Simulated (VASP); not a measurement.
# KF (Fm-3m) in VASP: a series of runs

The runs below take KF through single point, with r2SCAN+D4.

All numbers are computed with VASP 6.6.1; they aren't measurements. Logs are shortened: lines on timing, memory, paths and dates and some standing lists are left out, and cuts for length are marked.

### 1 The cell of the first run

The structure is cubic, space group Fm-3m (No. 225). The conventional cell has a = 5.270 Å, b = 5.270 Å, c = 5.270 Å, α = 90.00°, β = 90.00°, γ = 90.00°. Within 3.5 Å of K (site symmetry m-3m) lie 6 F at 2.64 Å. F (site symmetry m-3m) has 6 K at 2.64 Å within 3.5 Å.

### 2 Single point, r2SCAN+D4 (volume scaled by 0.98)

File POSCAR:

```
KF
1.0
    0.0000000000      2.6351091621      2.6351091621
    2.6351091621      0.0000000000      2.6351091621
    2.6351091621      2.6351091621      0.0000000000
K F
1 1
Direct
    0.0000000000      0.0000000000      0.0000000000
    0.5000000000      0.5000000000      0.5000000000
```

File INCAR.step1:

```
SYSTEM = KF
ALGO     = Normal         ! electronic algorithm
EDIFF    = 1E-4           ! SCF threshold, eV
ENCUT    = 520            ! plane-wave cutoff, eV
GGA      = PE             ! functional
ISMEAR   = 0              ! smearing method
LASPH    = .TRUE.         ! aspherical terms in the spheres
LCHARG   = .FALSE.        ! write CHGCAR
LREAL    = .FALSE.        ! projectors in reciprocal space
LWAVE    = .TRUE.         ! write WAVECAR
NBANDS   = 15             ! bands
NELM     = 80             ! most SCF steps
PREC     = Accurate       ! precision mode
SIGMA    = 0.05           ! smearing width, eV
```

File INCAR.step2:

```
SYSTEM = KF
ALGO     = Normal         ! electronic algorithm
EDIFF    = 1E-6           ! SCF threshold, eV
ENCUT    = 520            ! plane-wave cutoff, eV
ISIF     = 2              ! what is computed and relaxed
ISMEAR   = 0              ! smearing method
ISTART   = 1            
IVDW     = 13             ! dispersion correction
LASPH    = .TRUE.         ! aspherical terms in the spheres
LCHARG   = .FALSE.        ! write CHGCAR
LMIXTAU  = .TRUE.       
LREAL    = .FALSE.        ! projectors in reciprocal space
LWAVE    = .FALSE.        ! write WAVECAR
METAGGA  = R2SCAN         ! meta-GGA
NBANDS   = 15             ! bands
NELM     = 80             ! most SCF steps
PREC     = Accurate       ! precision mode
SIGMA    = 0.05           ! smearing width, eV
VDW_A1   = 0.51559235   
VDW_A2   = 5.77342911   
VDW_S6   = 1.0          
VDW_S8   = 0.6018749
```

File KPOINTS:

```
k-points
0
G
  8 8 8
  0 0 0
```

Potentials or basis: VASP PAW PBE potentials, release 64 (K_sv, F).

Run with:

```sh
$ cat potpaw_PBE.64/K_sv/POTCAR potpaw_PBE.64/F/POTCAR > POTCAR
$ cp INCAR.step1 INCAR
$ mpirun -np 1 vasp_std > vasp.out
$ cp INCAR.step2 INCAR
$ mpirun -np 1 vasp_std > vasp.out
```

OUTCAR:

```text
SYSTEM = KF
   EDIFF = 1E-6
   ENCUT = 520
   ISIF = 2
   ISMEAR = 0
   ISTART = 1
   IVDW = 13
   LASPH = .TRUE.
   LREAL = .FALSE.
   METAGGA = R2SCAN
   NELM = 80
   PREC = Accurate

 ion  position               nearest neighbor table
   1  0.000  0.000  0.000-   2 2.64   2 2.64   2 2.64   2 2.64   2 2.64   2 2.64
   2  0.500  0.500  0.500-   1 2.64   1 2.64   1 2.64   1 2.64   1 2.64   1 2.64

  LATTYP: Found a face centered cubic cell.
 ALAT       =     5.2702183242

  Lattice vectors:

 A1 = (   0.0000000000,   2.6351091621,   2.6351091621)
 A2 = (   2.6351091621,   0.0000000000,   2.6351091621)
 A3 = (   2.6351091621,   2.6351091621,   0.0000000000)

Analysis of symmetry for initial positions (statically):
=====================================================================
 Subroutine PRICEL returns:
 Original cell was already a primitive cell.

 Routine SETGRP: Setting up the symmetry group for a
 face centered cubic supercell.

 Subroutine GETGRP returns: Found 48 space group operations
 (whereof 48 operations were pure point group operations)
 out of a pool of 48 trial point group operations.

The static configuration has the point symmetry O_h .

Analysis of symmetry for dynamics (positions and initial velocities):
=====================================================================
 Subroutine PRICEL returns:
 Original cell was already a primitive cell.

 Routine SETGRP: Setting up the symmetry group for a
 face centered cubic supercell.

 Subroutine GETGRP returns: Found 48 space group operations
 (whereof 48 operations were pure point group operations)
 out of a pool of 48 trial point group operations.

The dynamic configuration has the point symmetry O_h .

 Subroutine INISYM returns: Found 48 space group operations
 (whereof 48 operations are pure point group operations),
 and found     1 'primitive' translations

----------------------------------------------------------------------------------------

                                     Primitive cell

  volume of cell :      36.5953

  direct lattice vectors                    reciprocal lattice vectors
     0.000000000  2.635109162  2.635109162    -0.189745460  0.189745460  0.189745460
     2.635109162  0.000000000  2.635109162     0.189745460 -0.189745460  0.189745460
     2.635109162  2.635109162  0.000000000     0.189745460  0.189745460 -0.189745460

  length of vectors
     3.726607115  3.726607115  3.726607115     0.328648777  0.328648777  0.328648777

  position of ions in fractional coordinates (direct lattice)
     0.000000000  0.000000000  0.000000000
     0.500000000  0.500000000  0.500000000

  ion indices of the primitive-cell ions
   primitive index   ion index
                 1           1
                 2           2

----------------------------------------------------------------------------------------

 KPOINTS: k-points

Automatic generation of k-mesh.
 Grid dimensions read from file:
 generate k-points for:    8    8    8

 Generating k-lattice:

  Cartesian coordinates                     Fractional coordinates (reciprocal lattice)
    -0.023718182  0.023718182  0.023718182     0.125000000  0.000000000  0.000000000
     0.023718182 -0.023718182  0.023718182     0.000000000  0.125000000  0.000000000
     0.023718182  0.023718182 -0.023718182     0.000000000  0.000000000  0.125000000

  Length of vectors
     0.041081097  0.041081097  0.041081097

  Shift w.r.t. Gamma in fractional coordinates (k-lattice)
     0.000000000  0.000000000  0.000000000

 Subroutine IBZKPT returns following result:
 ===========================================

 Found     29 irreducible k-points:

 Following reciprocal coordinates:
            Coordinates               Weight
  0.000000  0.000000  0.000000      1.000000
  0.125000  0.000000  0.000000      8.000000
  0.250000  0.000000  0.000000      8.000000
  0.375000  0.000000  0.000000      8.000000
  0.500000  0.000000  0.000000      4.000000
  0.125000  0.125000  0.000000      6.000000
[... 16 lines left out ...]
  0.500000  0.250000  0.125000     48.000000
 -0.375000  0.250000  0.125000     24.000000
 [... further k-points ...]
   k-points           NKPTS =     29   k-points in BZ     NKDIM =     29   number of bands    NBANDS=     15
   number of dos      NEDOS =    301   number of ions     NIONS =      2
   total plane-waves  NPLWV =  21952
   dimension x,y,z NGX =    28 NGY =   28 NGZ =   28
   dimension x,y,z NGXF=    56 NGYF=   56 NGZF=   56
   ions per type =               1   1
   NGX,Y,Z   is equivalent  to a cutoff of  12.49, 12.49, 12.49 a.u.
   NGXF,Y,Z  is equivalent  to a cutoff of  24.98, 24.98, 24.98 a.u.
 SYSTEM =  KF
   PREC   = accura    normal or accurate (medium, high low for compatibility)
   ISTART =      1    job   : 0-new  1-cont  2-samecut
   ICHARG =      0    charge: 1-file 2-atom 10-const
   ISPIN  =      1    spin polarized calculation?
   LNONCOLLINEAR =      F non collinear calculations
   LSORBIT =      F    spin-orbit coupling
   LASPH  =      T    aspherical Exc in radial PAW
   ENCUT  =  520.0 eV  38.22 Ry    6.18 a.u.   6.93  6.93  6.93*2*pi/ulx,y,z
   NELM   =     80;   NELMIN=  2; NELMDL=  0     # of ELM steps
   EDIFF  = 0.1E-05   stopping-criterion for ELM
   LREAL  =      F    real-space projection
   EDIFFG = 0.1E-04   stopping-criterion for IOM
   NSW    =      0    number of steps for IOM
   IBRION =     -1    ionic relax: 0-MD 1-quasi-New 2-CG
   NFREE  =      0    steps in history (QN), initial steepest desc. (CG)
   ISIF   =      2    stress and relaxation
   ISYM   =      2    0-nonsym 1-usesym 2-fastsym
   POTIM  = 0.5000    time-step for ionic-motion
   TEBEG  =    0.0;   TEEND  =   0.0 temperature during run
   PSTRESS=    0.0 pullay stress
   NELECT =      16.0000    total number of electrons
   NUPDOWN=      -1.0000    fix difference up-down
   EMIN   =  10.00;   EMAX   =-10.00  energy-range for DOS
   EFERMI =   0.00;   METHOD = LEGACY
   ISMEAR =     0;   SIGMA  =   0.05  broadening in eV -4-tet -1-fermi 0-gaus
   EFERMI_NEDOS =   21; number of points for ismear=-14 and -15
   IALGO  =     38    algorithm
   IMIX   =      4    mixing-type and parameters
     AMIX     =   0.40;   BMIX     =  1.00
     AMIX_MAG =   1.60;   BMIX_MAG =  1.00
  volume/ion in A,a.u.               =      18.30       123.48
  Fermi-wavevector in a.u.,A,eV,Ry     =   1.242528  2.348038 21.005709  1.543876
  Thomas-Fermi vector in A             =   2.376879
   LORBIT       =      0    0 simple, 1 ext, 2 COOP (PROOUT), +10 PAW based schemes
   METAGGA = R2SCAN    functional components
   LHFCALC =     F    Hartree Fock is set to
   AEXX    =    0.0000 exact exchange contribution
   IVDW    =    13    specifies the selected vdW correction
   LEPSILON=     F    determine dielectric tensor
   LRPA    =     F    only Hartree local field effects (RPA)
 non-spin polarized calculation
 Gauss-broadening in eV      SIGMA  =   0.05
  energy-cutoff  :      520.00
  volume of cell :       36.60
 maximum number of plane-waves:       995
   NGX = 13   NGY = 13   NGZ = 13

 number of electron      16.0000016 magnetization

 Free energy of the ion-electron system (eV)
  ---------------------------------------------------
  ext. energy  EPLUGINS =         0.00000000
  ---------------------------------------------------
  free energy    TOTEN  =       -14.96849975 eV

  energy without entropy =      -14.96849975  energy(sigma->0) =      -14.96849975

 E-fermi :  -2.9224     XC(G=0):  -9.1092

 val. band max:       -3.2387655251   @ k =   0.0000   0.0000   0.0000
 cond. band min:       3.8184125748   @ k =   0.0000   0.0000   0.0000
 fundamental gap:      7.0571780999
 Fermi energy:        -2.9224293581

 k-point     1 :       0.0000    0.0000    0.0000
  band No.  band energies     occupation
      1     -30.2481      2.00000
      2     -23.0495      2.00000
      3     -12.7010      2.00000
      4     -12.7010      2.00000
      5     -12.7010      2.00000
      6      -3.2388      2.00000
      7      -3.2388      2.00000
      8      -3.2388      2.00000
      9       3.8184      0.00000
     10       8.3263      0.00000
     11       8.3263      0.00000
     12       8.3263      0.00000
     13      10.2466      0.00000
     14      10.2466      0.00000
     15      14.2363      0.00000

 k-point     2 :       0.1250    0.0000    0.0000
  band No.  band energies     occupation
      1     -30.2314      2.00000
      2     -23.0652      2.00000
      3     -12.7453      2.00000
      4     -12.7065      2.00000
      5     -12.7065      2.00000
      6      -3.3797      2.00000
      7      -3.2951      2.00000
      8      -3.2951      2.00000
      9       4.2666      0.00000
     10       8.0252      0.00000
     11       8.5524      0.00000
     12       8.5524      0.00000
     13      10.4055      0.00000
     14      10.4055      0.00000
     15      15.0881      0.00000

 k-point     3 :       0.2500    0.0000    0.0000
  band No.  band energies     occupation
      1     -30.1907      2.00000
      2     -23.1037      2.00000
      3     -12.8514      2.00000
      4     -12.7198      2.00000
      5     -12.7198      2.00000
      6      -3.6823      2.00000
      7      -3.4282      2.00000
      8      -3.4282      2.00000
      9       5.3728      0.00000
     10       7.6374      0.00000
     11       9.1199      0.00000
     12       9.1199      0.00000
     13      10.8887      0.00000
     14      10.8887      0.00000
     15      16.4482      0.00000
[... 343 lines left out ...]
 k-point    23 :       0.5000    0.2500    0.1250
  band No.  band energies     occupation
      1     -30.1317      2.00000
      2     -23.1281      2.00000
      3     -13.0062      2.00000
      4     -12.9241      2.00000
      5     -12.7703      2.00000
      6      -3.8101      2.00000
      7      -3.5530      2.00000
      8      -3.3927      2.00000
      9       6.8024      0.00000
     10       7.2377      0.00000
     11       9.6159      0.00000
     12      10.3885      0.00000
     13      11.4842      0.00000
     14      12.4849      0.00000
     15      14.5630      0.00000

 k-point    24 :      -0.3750    0.2500    0.1250
  band No.  band energies     occupation
      1     -30.1186      2.00000
      2     -23.1351      2.00000
      3     -13.0558      2.00000
      4     -12.9426      2.00000
      5     -12.7783      2.00000
      6      -3.8168      2.00000
      7      -3.5267      2.00000
      8      -3.4954      2.00000
      9       6.9338      0.00000
     10       7.6762      0.00000
     11       9.5953      0.00000
     12      10.5783      0.00000
     13      11.9833      0.00000
     14      13.0671      0.00000
     15      13.5890      0.00000

 [... further k-points ...]

------------------------ aborting loop because EDIFF is reached ----------------------------------------

  DFT-D4 for vdW energy calculation

  Edisp (eV):   -0.05640

  FORCE on cell =-STRESS in cart. coord.  units (eV):
  Direction    XX          YY          ZZ          XY          YZ          ZX
  --------------------------------------------------------------------------------------
  -------------------------------------------------------------------------------------
  Total       0.17176     0.17176     0.17176     0.00000    -0.00000    -0.00000
  in kB       7.51992     7.51992     7.51992     0.00000    -0.00000    -0.00000
  external pressure =        7.52 kB  Pullay stress =        0.00 kB

 VOLUME and BASIS-vectors are now :
 -----------------------------------------------------------------------------
  energy-cutoff  :      520.00
  volume of cell :       36.60
      direct lattice vectors                 reciprocal lattice vectors
     0.000000000  2.635109162  2.635109162    -0.189745460  0.189745460  0.189745460
     2.635109162  0.000000000  2.635109162     0.189745460 -0.189745460  0.189745460
     2.635109162  2.635109162  0.000000000     0.189745460  0.189745460 -0.189745460

 POSITION                                       TOTAL-FORCE (eV/Angst)
 -----------------------------------------------------------------------------------
      0.00000      0.00000      0.00000        -0.000000     -0.000000      0.000000
      2.63511      2.63511      2.63511         0.000000      0.000000     -0.000000
 -----------------------------------------------------------------------------------
    total drift:                                0.000000      0.000000      0.000000

  FREE ENERGIE OF THE ION-ELECTRON SYSTEM (eV)
  ---------------------------------------------------
  free  energy   TOTEN  =       -15.0248957477 eV

  energy  without entropy=      -15.0248957477  energy(sigma->0) =      -15.02489575
```

It used 110 s of CPU time on 1 thread of AMD EPYC 7R13 Processor (Zen 3), on a shared host.

What came out:

```
Free energy                : -15.0249 eV
Pressure                   : 0.8 GPa
Band gap on the k mesh     : 7.06 eV, direct
Dispersion energy per atom : -0.028 eV
```

Caveat: the cell differs from its parent crystal (volume scaled by 0.98); the PAW data sets were made with another functional, which shifts forces and pressure a little.

### 3 Single point, r2SCAN+D4

This run uses another cell than the first one, of 18.67 Å³/atom, 1.020 times its volume.

File POSCAR:

```
KF
1.0
    0.0000000000      2.6529144938      2.6529144938
    2.6529144938      0.0000000000      2.6529144938
    2.6529144938      2.6529144938      0.0000000000
K F
1 1
Direct
    0.0000000000      0.0000000000      0.0000000000
    0.5000000000      0.5000000000      0.5000000000
```

File INCAR.step1:

```
PREC     = Accurate       # precision mode
ENCUT    = 520            # plane-wave cutoff, eV
ISMEAR   = 0              # smearing method
SIGMA    = 0.05           # smearing width, eV
LREAL    = F              # projectors in reciprocal space
LASPH    = T              # aspherical terms in the spheres
NELM     = 60             # most SCF steps
NBANDS   = 15             # bands
GGA      = PE             # functional
ALGO     = Normal         # electronic algorithm
EDIFF    = 1E-4           # SCF threshold, eV
LWAVE    = T              # write WAVECAR
LCHARG   = F              # write CHGCAR
```

File INCAR.step2:

```
PREC     = Accurate       # precision mode
ENCUT    = 520            # plane-wave cutoff, eV
EDIFF    = 1E-6           # SCF threshold, eV
ISMEAR   = 0              # smearing method
SIGMA    = 0.05           # smearing width, eV
LREAL    = F              # projectors in reciprocal space
LASPH    = T              # aspherical terms in the spheres
NELM     = 60             # most SCF steps
ALGO     = Normal         # electronic algorithm
ISIF     = 2              # what is computed and relaxed
LWAVE    = F              # write WAVECAR
LCHARG   = F              # write CHGCAR
METAGGA  = R2SCAN         # meta-GGA
LMIXTAU  = T            
IVDW     = 13             # dispersion correction
VDW_S6   = 1.0          
VDW_S8   = 0.6018749    
VDW_A1   = 0.51559235   
VDW_A2   = 5.77342911   
NBANDS   = 15             # bands
ISTART   = 1
```

File KPOINTS:

```
regular mesh
0
Gamma
  8 8 8
```

Potentials or basis: VASP PAW PBE potentials, release 64 (K_sv, F).

Run with:

```sh
$ cat potpaw_PBE.64/K_sv/POTCAR potpaw_PBE.64/F/POTCAR > POTCAR
$ cp INCAR.step1 INCAR
$ mpirun -np 1 vasp_std > vasp.out
$ cp INCAR.step2 INCAR
$ mpirun -np 1 vasp_std > vasp.out
```

It used 91 s of CPU time on 1 thread of AMD EPYC 7R13 Processor (Zen 3), with other jobs on the host.

Results (log left out):

- Free energy: -15.0277 eV
- Pressure: 0.0 GPa
- Band gap on the k mesh: 6.95 eV, direct
- Dispersion energy per atom: -0.028 eV

Levels at points of the mesh, in eV from the valence-band top:
```tsv
k point	band 5	band 6	band 7	band 8	band 9	band 10	band 11	band 12
(0.00, 0.00, 0.00)	-9.53	0.00	0.00	0.00	6.95	11.51	11.51	11.51
(0.50, 0.00, 0.00)	-9.57	-0.79	-0.35	-0.35	9.77	11.41	13.03	13.03
(0.50, 0.50, 0.00)	-9.76	-0.19	-0.05	-0.05	8.78	11.35	12.60	14.74
```

Caveat: the PAW data sets were made with another functional, which shifts forces and pressure a little.
